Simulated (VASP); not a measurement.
# P (P2/m) in VASP: further runs

The runs below take P through single point, with PBE.

Program: VASP 6.6.1. These are calculated values, not measurements. Logs are shortened: lines on timing, memory, paths and dates and some standing lists are left out, and cuts for length are marked.

### Step 1. The cell of the first run

The structure is monoclinic, space group P2/m (No. 10). Conventional cell: a = 2.425 Å, b = 2.439 Å, c = 4.852 Å, α = 90.00°, β = 90.24°, γ = 90.00°. Within 3.2 Å of P (site symmetry m) lie 6 P at 2.42 to 2.44 Å.

### Step 2. Single point, PBE

The input, INCAR:

```
SYSTEM = P
  ALGO = Normal
  EDIFF = 1E-6
  ENCUT = 520
  GGA = PE
  ISIF = 2
  ISMEAR = 1
  LASPH = .TRUE.
  LCHARG = .TRUE.
  LELF = .TRUE.
  LREAL = .FALSE.
  LVHAR = .TRUE.
  LWAVE = .FALSE.
  NBANDS = 12
  NELM = 60
  PREC = Accurate
  SIGMA = 0.3
```

The input, KPOINTS:

```
k-points
0
G
  18 18 10
  0 0 0
```

The input, POSCAR:

```
P
1.0
    2.4246941115      0.0000000000      0.0000000000
    0.0000000000      2.4385351442      0.0000000000
   -0.0203144631      0.0000000000      4.8524328982
P
2
Direct
    0.9999999700      0.0000000000      0.2505746400
    0.0000000300      0.0000000000      0.7494253600
```

Potentials or basis: VASP PAW PBE potentials, release 64 (P).

Started as:

```console
$ cat potpaw_PBE.64/P/POTCAR > POTCAR
$ mpirun -np 1 vasp_std > vasp.out
```

OUTCAR:

```text
SYSTEM = P
   EDIFF = 1E-6
   ENCUT = 520
   GGA = PE
   ISIF = 2
   ISMEAR = 1
   LASPH = .TRUE.
   LREAL = .FALSE.
   NELM = 60
   PREC = Accurate

 ion  position               nearest neighbor table
   1  1.000  0.000  0.251-   2 2.42   2 2.43
   2  0.000  0.000  0.749-   1 2.42   1 2.43

  LATTYP: Found a simple monoclinic cell.
 ALAT       =     2.4246941115
 B/A-ratio  =     1.0057083624
 C/A-ratio  =     2.0012732318
 COS(beta)  =    -0.0041864124

  Lattice vectors:

 A1 = (   2.4246941115,   0.0000000000,   0.0000000000)
 A2 = (   0.0000000000,   2.4385351442,   0.0000000000)
 A3 = (  -0.0203144631,   0.0000000000,   4.8524328982)

Analysis of symmetry for initial positions (statically):
=====================================================================
 Subroutine PRICEL returns:
 Original cell was already a primitive cell.

 Routine SETGRP: Setting up the symmetry group for a
 simple monoclinic supercell.

 Subroutine GETGRP returns: Found  4 space group operations
 (whereof  4 operations were pure point group operations)
 out of a pool of  4 trial point group operations.

The static configuration has the point symmetry C_2h.

Analysis of symmetry for dynamics (positions and initial velocities):
=====================================================================
 Subroutine PRICEL returns:
 Original cell was already a primitive cell.

 Routine SETGRP: Setting up the symmetry group for a
 simple monoclinic supercell.

 Subroutine GETGRP returns: Found  4 space group operations
 (whereof  4 operations were pure point group operations)
 out of a pool of  4 trial point group operations.

The dynamic configuration has the point symmetry C_2h.

 Subroutine INISYM returns: Found  4 space group operations
 (whereof  4 operations are pure point group operations),
 and found     1 'primitive' translations

----------------------------------------------------------------------------------------

                                     Primitive cell

  volume of cell :      28.6910

  direct lattice vectors                    reciprocal lattice vectors
     2.424694112  0.000000000  0.000000000     0.412423157  0.000000000  0.001726589
     0.000000000  2.438535144  0.000000000     0.000000000  0.410082259  0.000000000
    -0.020314463  0.000000000  4.852432898     0.000000000  0.000000000  0.206082190

  length of vectors
     2.424694112  2.438535144  4.852475421     0.412426771  0.410082259  0.206082190

  position of ions in fractional coordinates (direct lattice)
     0.999999970  0.000000000  0.250574640
     0.000000030  0.000000000  0.749425360

  ion indices of the primitive-cell ions
   primitive index   ion index
                 1           1
                 2           2

----------------------------------------------------------------------------------------

 KPOINTS: k-points

Automatic generation of k-mesh.
 Grid dimensions read from file:
 generate k-points for:   18   18   10

 Generating k-lattice:

  Cartesian coordinates                     Fractional coordinates (reciprocal lattice)
     0.022912398  0.000000000  0.000095922     0.055555556  0.000000000  0.000000000
     0.000000000  0.022782348  0.000000000     0.000000000  0.055555556  0.000000000
     0.000000000  0.000000000  0.020608219     0.000000000  0.000000000  0.100000000

  Length of vectors
     0.022912598  0.022782348  0.020608219

  Shift w.r.t. Gamma in fractional coordinates (k-lattice)
     0.000000000  0.000000000  0.000000000

 Subroutine IBZKPT returns following result:
 ===========================================

 Found    920 irreducible k-points:

 Following reciprocal coordinates:
            Coordinates               Weight
  0.000000  0.000000  0.000000      1.000000
  0.055556  0.000000  0.000000      2.000000
  0.111111  0.000000  0.000000      2.000000
  0.166667  0.000000  0.000000      2.000000
  0.222222  0.000000  0.000000      2.000000
  0.277778  0.000000  0.000000      2.000000
[... 16 lines left out ...]
  0.111111  0.111111  0.000000      4.000000
  0.166667  0.111111  0.000000      4.000000
 [... further k-points ...]
   k-points           NKPTS =    920   k-points in BZ     NKDIM =    920   number of bands    NBANDS=     12
   number of dos      NEDOS =    301   number of ions     NIONS =      2
   total plane-waves  NPLWV =  11664
   dimension x,y,z NGX =    18 NGY =   18 NGZ =   36
   dimension x,y,z NGXF=    36 NGYF=   36 NGZF=   72
   ions per type =               2
   NGX,Y,Z   is equivalent  to a cutoff of  12.34, 12.27, 12.33 a.u.
   NGXF,Y,Z  is equivalent  to a cutoff of  24.68, 24.54, 24.67 a.u.
 SYSTEM =  P
   PREC   = accura    normal or accurate (medium, high low for compatibility)
   ISTART =      0    job   : 0-new  1-cont  2-samecut
   ICHARG =      2    charge: 1-file 2-atom 10-const
   ISPIN  =      1    spin polarized calculation?
   LNONCOLLINEAR =      F non collinear calculations
[... 65 lines left out ...]
      9      17.7158      0.00000
     10      17.9510      0.00000
     11      19.2446      0.00000
     12      24.3017      0.00000

 k-point     2 :       0.0556    0.0000    0.0000
  band No.  band energies     occupation
      1      -6.7243      2.00000
      2      -2.2936      2.00000
      3       1.1216      2.00000
      4      13.6161     -0.00000
      5      14.8641     -0.00000
      6      15.0763     -0.00000
      7      16.6766      0.00000
      8      16.6906      0.00000
      9      17.7691      0.00000
     10      18.0009      0.00000
     11      20.3498      0.00000
     12      23.0437      0.00000

 k-point     3 :       0.1111    0.0000    0.0000
  band No.  band energies     occupation
      1      -6.5097      2.00000
      2      -2.0779      2.00000
      3       1.3155      2.00000
      4      11.6070     -0.00000
      5      14.8940     -0.00000
      6      15.0333     -0.00000
      7      15.2451     -0.00000
      8      16.8468      0.00000
      9      17.9276      0.00000
     10      19.6795      0.00000
     11      20.9458      0.00000
     12      21.6867      0.00000

 k-point     4 :       0.1667    0.0000    0.0000
  band No.  band energies     occupation
      1      -6.1542      2.00000
      2      -1.7198      2.00000
      3       1.6342      2.00000
      4       9.6087      1.95245
      5      13.0644     -0.00000
      6      15.3104     -0.00000
      7      15.5215     -0.00000
      8      17.1220      0.00000
      9      18.1871      0.00000
     10      18.8377      0.00000
     11      21.0525      0.00000
     12      22.8081      0.00000

 k-point     5 :       0.2222    0.0000    0.0000
  band No.  band energies     occupation
      1      -5.6619      2.00000
      2      -1.2219      2.00000
      3       2.0695      2.00000
      4       7.6899      2.00000
      5      11.2733     -0.00000
      6      15.6868     -0.00000
      7      15.8970      0.00000
      8      16.8443      0.00000
      9      17.4884      0.00000
     10      18.5390      0.00000
     11      22.1456      0.00000
     12      23.7617      0.00000
[... 228 lines left out ...]
      1      -6.5141      2.00000
      2      -2.0820      2.00000
      3       1.3111      2.00000
      4      11.4500     -0.00000
      5      14.7453     -0.00000
      6      15.2339     -0.00000
      7      15.2769     -0.00000
      8      16.8934      0.00000
      9      18.1581      0.00000
     10      19.6237      0.00000
     11      20.7783      0.00000
     12      21.6648      0.00000

 k-point    22 :       0.0556    0.1111    0.0000
  band No.  band energies     occupation
      1      -6.4424      2.00000
      2      -2.0101      2.00000
      3       1.3760      2.00000
      4      11.4746     -0.00000
      5      13.9737     -0.00000
      6      14.6783     -0.00000
      7      15.2974     -0.00000
      8      17.4428      0.00000
      9      17.8417      0.00000
     10      20.0392      0.00000
     11      20.8254      0.00000
     12      22.4329      0.00000

 k-point    23 :       0.1111    0.1111    0.0000
  band No.  band energies     occupation
      1      -6.2279      2.00000
      2      -1.7947      2.00000
      3       1.5694      2.00000
      4      11.2827     -0.00000
      5      12.3795     -0.00000
      6      14.2240     -0.00000
      7      15.4653     -0.00000
      8      16.4441      0.00000
      9      18.6019      0.00000
     10      20.7718      0.00000
     11      21.2761      0.00000
     12      21.5200      0.00000

 k-point    24 :       0.1667    0.1111    0.0000
  band No.  band energies     occupation
      1      -5.8727      2.00000
      2      -1.4371      2.00000
      3       1.8873      2.00000
      4       9.7557      1.42426
      5      12.2212     -0.00000
      6      12.9868     -0.00000
      7      15.7407     -0.00000
      8      16.1883      0.00000
      9      19.0501      0.00000
     10      19.0681      0.00000
     11      21.4348      0.00000
     12      22.6584      0.00000

 [... further k-points ...]

------------------------ aborting loop because EDIFF is reached ----------------------------------------

  FORCE on cell =-STRESS in cart. coord.  units (eV):
  Direction    XX          YY          ZZ          XY          YZ          ZX
  --------------------------------------------------------------------------------------
  -------------------------------------------------------------------------------------
  Total        0.6544055      0.5253964      0.0244144      0.0000000      0.0000000      0.0494054
  in kB       36.5436553     29.3394628      1.3633618      0.0000000      0.0000000      2.7589200
  external PRESSURE =      22.4154933 kB  Pullay stress =       0.0000000 kB

 VOLUME and BASIS-vectors are now :
 -----------------------------------------------------------------------------
  energy-cutoff  :      520.00
  volume of cell :       28.69
      direct lattice vectors                 reciprocal lattice vectors
     2.424694112  0.000000000  0.000000000     0.412423157  0.000000000  0.001726589
     0.000000000  2.438535144  0.000000000     0.000000000  0.410082259  0.000000000
    -0.020314463  0.000000000  4.852432898     0.000000000  0.000000000  0.206082190

 POSITION                                       TOTAL-FORCE (eV/Angst)
 -----------------------------------------------------------------------------------
      2.41960      0.00000      1.21590        -0.000132      0.000000     -0.006063
     -0.01522      0.00000      3.63654         0.000132      0.000000      0.006063
 -----------------------------------------------------------------------------------
    total drift:                               -0.000000      0.000000     -0.000000

  FREE ENERGIE OF THE ION-ELECTRON SYSTEM (eV)
  ---------------------------------------------------
  free  energy   TOTEN  =       -10.5344447113 eV

  energy  without entropy=      -10.5334163058  energy(sigma->0) =      -10.53410191
```

Run time: 87 s. Hardware: 1 thread of Intel Xeon 6975P-C (Granite Rapids), shared host; peak memory 0.33 GiB.

Results:

* Free energy: -10.5344 eV
* Pressure: 2.2 GPa
* Largest force: 0.006 eV/Å
* Band gap on the k mesh: zero (band 5 reaches 15.89 eV, above the bottom of band 6 at 5.77 eV)

Forces on the atoms (eV/Å):
```
P    0.000  0.000 -0.006
P    0.000  0.000  0.006
```

Stress tensor (GPa, compression positive):
```
3.65 0.00 0.28
0.00 2.93 0.00
0.28 0.00 0.14
```

### Step 3. Single point, PBE

The input, INCAR:

```
SYSTEM = P
  PREC = Accurate
  ENCUT = 520
  EDIFF = 1E-6
  ISMEAR = 1
  SIGMA = 0.5
  LREAL = .False.
  LASPH = .True.
  NELM = 60
  ALGO = Normal
  ISIF = 2
  LWAVE = .False.
  LCHARG = .False.
  GGA = PE
  NBANDS = 12
```

The input, KPOINTS:

```
regular mesh
0
Gamma
  18 18 10
  0 0 0
```

POSCAR is that of step 2.

Potentials or basis: VASP PAW PBE potentials, release 64 (P).

Started as:

```console
$ cat potpaw_PBE.64/P/POTCAR > POTCAR
$ mpirun -np 1 vasp_std > vasp.out
```

Wall time 86 s (1 thread of Intel Xeon 6975P-C (Granite Rapids), shared host); peak memory 0.33 GiB.

Results (log left out):

| Item | Value |
| --- | --- |
| Free energy | -10.5356 eV |
| Pressure | 2.2 GPa |
| Largest force | 0.008 eV/Å |
| Band gap on the k mesh | zero (band 5 reaches 15.89 eV, above the bottom of band 6 at 5.77 eV) |

Forces in eV/Å, atoms in the order of the input:
```
P    0.000  0.000 -0.008
P    0.000  0.000  0.008
```

Stress tensor (GPa, compression positive):
```
3.34 0.00 0.29
0.00 2.43 0.00
0.29 0.00 0.71
```

Levels at points of the mesh, in eV from the Fermi level:
| k point | band 2 | band 3 | band 4 | band 5 | band 6 | band 7 | band 8 | band 9 |
| --- | --- | --- | --- | --- | --- | --- | --- | --- |
| (0.00, 0.00, 0.00) | -12.22 | -8.80 | 4.95 | 5.16 | 5.20 | 6.75 | 6.82 | 7.86 |
| (0.50, 0.00, 0.00) | -8.79 | -7.39 | -5.36 | -5.28 | 0.91 | 7.87 | 8.08 | 9.39 |
| (0.00, 0.50, 0.00) | -8.78 | -7.52 | -5.40 | -5.30 | 0.90 | 7.99 | 8.03 | 9.36 |
| (0.50, 0.50, 0.00) | -5.40 | -5.29 | -2.27 | -2.20 | -2.12 | -1.48 | 0.91 | 4.58 |
| (0.00, 0.00, 0.50) | -15.20 | -3.12 | -3.07 | 6.03 | 6.07 | 6.27 | 6.31 | 7.84 |
| (0.50, 0.00, 0.50) | -10.74 | -7.54 | -7.51 | 0.51 | 0.57 | 6.03 | 6.06 | 8.88 |
| (0.00, 0.50, 0.50) | -10.86 | -7.53 | -7.50 | 0.42 | 0.48 | 6.03 | 6.06 | 9.03 |
| (0.50, 0.50, 0.50) | -6.04 | -4.23 | -4.19 | -4.12 | -4.08 | 2.25 | 2.28 | 4.61 |

### Step 4. Single point, PBE

The input, INCAR:

```
SYSTEM = P
PREC = Accurate ; ENCUT = 520
EDIFF = 1E-6 ; ISMEAR = -5
SIGMA = 0.1 ; LREAL = .FALSE.
LASPH = .TRUE. ; NELM = 80
ALGO = Normal ; ISIF = 2
LWAVE = .FALSE. ; LCHARG = .FALSE.
GGA = PE ; NBANDS = 12
```

The input, KPOINTS:

```
Automatic mesh
0
G
  18 18 10
  0 0 0
```

POSCAR is that of step 3.

Started as:

```console
$ cat potpaw_PBE.64/P/POTCAR > POTCAR
$ mpirun -np 1 vasp_std > vasp.out
```

It took 79 s on 1 thread of Intel Xeon 6975P-C (Granite Rapids), shared host; peak memory 0.35 GiB.

It converged, with:

* Free energy: -10.5381 eV
* Pressure: 1.9 GPa
* Largest force: 0.096 eV/Å
* Band gap on the k mesh: zero (band 5 reaches 15.89 eV, above the bottom of band 6 at 5.77 eV)

Forces on the atoms (eV/Å):
```
P   -0.001  0.000  0.096
P    0.001  0.000 -0.096
```

Stress tensor (GPa, compression positive):
```
 2.61  0.00 -0.17
 0.00  1.43  0.00
-0.17  0.00  1.77
```

Levels at points of the mesh, in eV from the Fermi level:
| k point | band 3 | band 4 | band 5 | band 6 | band 7 | band 8 |
| --- | --- | --- | --- | --- | --- | --- |
| (0.00, 0.00, 0.00) | -8.81 | 4.93 | 5.14 | 5.18 | 6.73 | 6.80 |
| (0.50, 0.00, 0.00) | -7.41 | -5.38 | -5.30 | 0.90 | 7.85 | 8.06 |
| (0.00, 0.50, 0.00) | -7.54 | -5.42 | -5.32 | 0.89 | 7.97 | 8.01 |
| (0.50, 0.50, 0.00) | -5.31 | -2.29 | -2.22 | -2.14 | -1.50 | 0.89 |
| (0.00, 0.00, 0.50) | -3.14 | -3.09 | 6.01 | 6.05 | 6.25 | 6.29 |
| (0.50, 0.00, 0.50) | -7.56 | -7.53 | 0.50 | 0.55 | 6.01 | 6.04 |
| (0.00, 0.50, 0.50) | -7.55 | -7.52 | 0.40 | 0.46 | 6.01 | 6.04 |
| (0.50, 0.50, 0.50) | -4.25 | -4.22 | -4.14 | -4.11 | 2.23 | 2.26 |

Caveat: tetrahedron occupations give inexact forces and stress in metals.

### Step 5. Single point, PBE

The input, INCAR:

```
ALGO     = Normal         # electronic algorithm
EDIFF    = 1E-7           # SCF threshold, eV
ENCUT    = 520            # plane-wave cutoff, eV
GGA      = PE             # functional
ISIF     = 2              # what is computed and relaxed
ISMEAR   = 0              # smearing method
LASPH    = True           # aspherical terms in the spheres
LCHARG   = False          # write CHGCAR
LREAL    = False          # projectors in reciprocal space
LWAVE    = False          # write WAVECAR
NBANDS   = 12             # bands
NELM     = 60             # most SCF steps
PREC     = Accurate       # precision mode
SIGMA    = 0.1            # smearing width, eV
```

The input, KPOINTS:

```
k-points
0
Gamma
  22 22 12
```

POSCAR is that of step 4.

Started as:

```console
$ cat potpaw_PBE.64/P/POTCAR > POTCAR
$ mpirun -np 1 vasp_std > vasp.out
```

Wall time 2.9 min (1 thread of Intel Xeon 6975P-C (Granite Rapids), shared host); peak memory 0.49 GiB.

The run converged. Its results:

* Free energy: -10.5441 eV
* Pressure: 1.9 GPa
* Largest force: 0.010 eV/Å
* Band gap on the k mesh: zero (band 5 reaches 15.89 eV, above the bottom of band 6 at 5.77 eV)

Forces in eV/Å, atoms in the order of the input:
```
P    0.000  0.000 -0.010
P    0.000  0.000  0.010
```

Stress tensor (GPa, compression positive):
```
2.74 0.00 0.28
0.00 0.99 0.00
0.28 0.00 1.97
```

Levels at points of the mesh, in eV from the Fermi level:
```
           k point  band 1  band 2  band 3  band 4  band 5  band 6  band 7  band 8  band 9  band 10
(0.00, 0.00, 0.00)  -16.64  -12.21   -8.79    4.96    5.17    5.21    6.76    6.83    7.87     8.10
(0.50, 0.00, 0.00)  -12.20   -8.78   -7.38   -5.35   -5.27    0.92    7.88    8.08    9.40    10.57
(0.00, 0.50, 0.00)  -12.31   -8.78   -7.51   -5.39   -5.29    0.91    8.00    8.04    9.37    10.73
(0.50, 0.50, 0.00)   -7.50   -5.39   -5.29   -2.26   -2.19   -2.11   -1.48    0.92    4.59     4.63
(0.00, 0.00, 0.50)  -15.24  -15.19   -3.11   -3.06    6.04    6.08    6.28    6.31    7.84     7.87
(0.50, 0.00, 0.50)  -10.79  -10.74   -7.53   -7.50    0.52    0.58    6.04    6.07    8.88     8.92
(0.00, 0.50, 0.50)  -10.90  -10.85   -7.52   -7.49    0.43    0.49    6.04    6.07    9.04     9.07
(0.50, 0.50, 0.50)   -6.09   -6.03   -4.22   -4.19   -4.11   -4.08    2.26    2.29    4.62     4.69
```

### Step 6. The runs side by side

```csv
k mesh,smearing,gap on the mesh (eV),pressure (GPa),largest force (eV/Å)
18 × 18 × 10,methfessel-paxton 0.3 eV,none,2.2,0.01
18 × 18 × 10,methfessel-paxton 0.5 eV,none,2.2,0.01
18 × 18 × 10,tetrahedron,none,1.9,0.10
22 × 22 × 12,gaussian 0.1 eV,none,1.9,0.01
```

Alike in all rows: task single point; level PBE; potentials or basis VASP PAW PBE potentials, release 64 (P); no spin polarisation; cell as given; cutoff (eV) 520.

Every run on the cell as given and a fine mesh finds a metal.

Caveats: tetrahedron occupations give inexact forces and stress in metals (some runs).

Total energies depend on the potentials used, so only differences within one code and one set of settings carry meaning.
